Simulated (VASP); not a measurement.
MgO: single point with PBEsol

The system is MgO.

```
Mg O
1.0
     3.25534    0.00000    0.00000
    -1.62767    2.81920    0.00000
     0.00000    0.00000   10.41495
Mg O
4 4
Direct
  0.33333 0.66667 0.96960
  0.00000 0.00000 0.22095
  0.00000 0.00000 0.72095
  0.66667 0.33333 0.46960
  0.33333 0.66667 0.77992
  0.80033 0.00000 0.46713
  0.00000 0.00000 0.02954
  0.66667 0.33333 0.27992
```

This cell differs from its parent crystal: atom 6 (O) moved by -0.650 Å along [1 0 0] and -0.650 Å along [0 0 1].

```json
{"Program": "VASP 6.6.1", "Task": "single point", "Functional": "PBEsol", "Potentials or basis": "VASP PAW PBE potentials, release 64 (Mg, O)", "Cutoff": "520 eV", "k mesh": "9 × 9 × 4", "Occupations": "gaussian, width 0.05 eV", "Spin": "no spin polarisation", "Dipole correction": "no", "Further INCAR settings": "ALGO = Normal; EDIFF = 1e-06; NBANDS = 26"}
```

```yaml
Pressure: 23.2 GPa
Largest_force: 32.356 eV/Å
Band_gap_on_the_k_mesh: 0.98 eV, indirect (least direct gap 1.00 eV)
```

Forces in eV/Å, atoms in the order of the input:
```
Mg   -0.001  -0.002   1.054
Mg   -0.088  -0.007   1.120
Mg   -0.284  -0.005   0.069
Mg  -23.031  21.343  -2.263
O    -0.035  -0.041  -0.949
O    23.871 -21.517   3.757
O     0.004   0.000  -1.060
O    -0.435   0.229  -1.728
```

Stress tensor (GPa, compression positive):
```
 34.63 -36.50  -0.69
-36.50  34.91  -0.08
 -0.69  -0.08  -0.02
```

Levels at points of the mesh, in eV from the valence-band top:
```
           k point  band 12  band 13  band 14  band 15  band 16  band 17  band 18  band 19  band 20  band 21
(0.00, 0.00, 0.00)    -1.44    -1.23    -0.68    -0.14    -0.01     0.98     3.80     4.75     7.52     7.83
(0.00, 0.00, 0.50)    -1.45    -1.41    -1.00    -0.15     0.00     1.47     3.14     5.60     6.43     8.93
```

Wall time 9.8 min on 1 thread of Oxide Virtual Turin-like Processor (shared host), peak memory 0.4 GiB.

Caveat: the cell differs from its parent crystal (atom 6 (O) moved by -0.650 Å along [1 0 0] and -0.650 Å along [0 0 1]); the PAW data sets were made with another functional, which shifts forces and pressure a little. A k mesh can miss the band edges.
